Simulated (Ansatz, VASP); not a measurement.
## One calculation of SnO2, two programs

```
Sn O
1.0
     1.61677    0.93344    4.91826
    -1.61677    0.93344    4.91826
     0.00000   -1.86688    4.91826
Sn O
1 2
Direct
  0.50189 0.50189 0.49622
  0.22787 0.22787 0.24892
  0.75810 0.75810 0.77915
```

Change from the starting cell: mode 4 frozen in at +0.000 Å and mode 5 at -0.039 Å (largest displacements).

Alike in both runs: task single point; functional PBE; k mesh 12 × 12 × 12; occupations gaussian, width 0.05 eV; no spin polarisation.

|  | VASP | Ansatz |
| --- | --- | --- |
| version | VASP 6.6.1 | Ansatz 0.2.0 |
| potentials or method | VASP PAW PBE potentials, release 64 (Sn_d, O), cutoff 520 eV | scalar-relativistic, plane waves, PAW |
| valence electrons in the cell | 26 | 26 |

Ansatz gave:

```
gap on the k mesh at the Fermi level (eV)                     : 2.02
least direct gap on the mesh (eV)                             : 2.20
pressure (GPa)                                                : 0.2
traceless stress, the component that is largest in VASP (GPa) : -0.04
rms of the force components (eV/Å)                            : 0.276
```

Q: Which values does VASP return?

A: gap on the k mesh at the Fermi level (eV): 2.00; least direct gap on the mesh (eV): 2.18; pressure (GPa): 0.8; traceless stress, the component that is largest in VASP (GPa): -0.40; rms of the force components (eV/Å): 0.287.

Atom by atom the forces differ by 0.028 eV/Å (rms over components). The functional is the same, so the differences come from potentials, cutoffs and numerics.
